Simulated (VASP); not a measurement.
Pd: single point with r2SCAN

Pd:

```
CELL_PARAMETERS angstrom
2.82030 0.00000 0.00000
-1.41015 2.44245 0.00000
0.00000 0.00000 4.68981
ATOMIC_POSITIONS crystal
Pd 0.33333 0.66667 0.25000
Pd 0.66667 0.33333 0.75000
```

- Program: VASP 6.6.1
- Task: single point
- Functional: r2SCAN
- Potentials or basis: VASP PAW PBE potentials, release 64 (Pd)
- Cutoff: 520 eV
- k mesh: 11 × 11 × 6
- Occupations: fermi-dirac, width 0.05 eV
- Spin: no spin polarisation
- Dipole correction: no
- Further INCAR settings: ALGO = Normal; EDIFF = 1e-06; NBANDS = 17

```
Pressure               : -10.4 GPa
Band gap on the k mesh : zero (band 10 reaches 8.30 eV, above the bottom of band 11 at 7.52 eV)
```

Stress tensor (GPa, compression positive):
```
-10.73   0.00   0.00
  0.00 -10.73   0.00
  0.00   0.00  -9.84
```

Levels at points of the mesh, in eV from the Fermi level:
| k point | band 6 | band 7 | band 8 | band 9 | band 10 | band 11 | band 12 | band 13 | band 14 | band 15 |
| --- | --- | --- | --- | --- | --- | --- | --- | --- | --- | --- |
| (0.00, 0.00, 0.00) | -2.15 | -2.15 | -1.54 | -1.54 | -0.25 | -0.25 | 1.33 | 6.70 | 17.83 | 19.40 |
| (0.00, 0.00, 0.50) | -2.50 | -2.50 | -2.50 | -0.67 | -0.67 | -0.67 | -0.67 | 14.02 | 14.02 | 18.26 |

Wall time 64 s on 1 thread of Intel(R) Xeon(R) Platinum 8375C CPU @ 2.90GHz (Ice Lake) (shared host), peak memory 0.17 GiB.

Caveat: the PAW data sets were made with another functional, which shifts forces and pressure a little.
